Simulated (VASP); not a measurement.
## MnSi: relaxation of cell and atoms with PBE

MnSi:

```
CELL_PARAMETERS angstrom
-1.93253 1.93253 2.29301
1.93253 -1.93253 2.29301
1.93253 1.93253 -2.29301
ATOMIC_POSITIONS crystal
Mn 0.50000 0.50000 0.00000
Si 0.00000 0.00000 0.00000
```

The cell was built from a structure type or drawn by symmetry, and may not be a known phase.

```
Program                : VASP 6.6.1
Task                   : relaxation of cell and atoms
Functional             : PBE
Potentials or basis    : VASP PAW PBE potentials, release 64 (Mn_pv, Si)
Cutoff                 : 600 eV
k mesh                 : 6 × 6 × 6
Occupations            : gaussian, width 0.1 eV
Spin                   : collinear spin, ferromagnetic start
Starting moments       : [4.0, 0.0] μB
Dipole correction      : no
Further INCAR settings : ALGO = Normal; EDIFF = 1e-06; IBRION = 2; EDIFFG = -0.04; NSW = 90; ISIF = 3
```

| Property | Result |
| --- | --- |
| Relaxed volume | 14.10 Å³/atom |
| Relaxed cell | a = 3.418 Å, b = 3.418 Å, c = 3.418 Å, α = 120.06°, β = 120.06°, γ = 89.89° |
| Space group after relaxing (to 0.1 Å) | Fm-3m (No. 225) |
| Energy gained by relaxing | 231.1 meV/atom |
| Ionic steps | 8 |
| Pressure after relaxing | 0.2 GPa |
| Net moment | 2.39 μB per cell |
| Site moments | Mn +2.50; Si -0.12 μB |
| Valence electrons inside the program's atomic spheres | Mn 11.80; Si 1.69 |

Stress tensor (GPa, compression positive):
```
0.31 0.00 0.00
0.00 0.31 0.00
0.00 0.00 0.01
```

The path:
| step | energy change (eV) | largest force (eV/Å) | pressure (GPa) | volume (Å³) |
| --- | --- | --- | --- | --- |
| 1 | 0.0000 | 0.0000 | -6.44 | 34.25 |
| 2 | -0.3894 | 0.0000 | -6.22 | 30.80 |
| 3 | -0.4496 | 0.0000 | -3.47 | 29.32 |
| 4 | -0.4551 | 0.0000 | -1.43 | 28.67 |
| 5 | -0.4553 | 0.0000 | -2.08 | 28.85 |
| 6 | -0.4600 | 0.0000 | 1.45 | 27.93 |
| 7 | -0.4609 | 0.0000 | 0.41 | 28.18 |
| 8 | -0.4622 | 0.0000 | 0.21 | 28.21 |

Final structure:
```
CELL_PARAMETERS angstrom
-1.70737 1.70737 2.41924
1.70737 -1.70737 2.41924
1.70737 1.70737 -2.41924
ATOMIC_POSITIONS crystal
Mn 0.50000 0.50000 0.00000
Si 0.00000 0.00000 0.00000
```

Levels at points of the mesh, in eV from the Fermi level:
Spin up:
| k point | band 7 | band 8 | band 9 | band 10 | band 11 | band 12 | band 13 | band 14 |
| --- | --- | --- | --- | --- | --- | --- | --- | --- |
| (0.00, 0.00, 0.00) | -2.61 | -2.12 | -2.12 | 3.79 | 3.79 | 3.79 | 10.26 | 10.26 |
| (0.50, 0.00, 0.00) | -3.32 | -1.57 | -1.57 | -0.81 | 6.09 | 6.11 | 6.12 | 6.48 |
| (0.50, 0.50, 0.00) | -1.66 | -1.42 | -1.42 | -0.09 | -0.07 | 0.20 | 4.47 | 6.70 |
| (0.50, 0.50, 0.50) | -1.66 | -1.42 | -1.42 | -0.06 | -0.06 | 0.19 | 4.49 | 6.71 |
Spin down:
```tsv
k point	band 5	band 6	band 7	band 8	band 9	band 10
(0.00, 0.00, 0.00)	-0.58	-0.58	-0.36	-0.34	-0.34	3.64
(0.50, 0.00, 0.00)	-6.03	-2.17	-2.17	1.01	1.01	1.69
(0.50, 0.50, 0.00)	-4.63	-1.92	-0.09	-0.07	-0.01	1.40
(0.50, 0.50, 0.50)	-4.64	-1.92	-0.06	-0.06	-0.02	1.41
```

Run time: 99 s on 1 thread of Intel(R) Xeon(R) 6975P-C (Granite Rapids) (shared host), peak memory 0.2 GiB.

Caveat: the volume moved by over 15 % at a fixed basis, so the end points are rough.
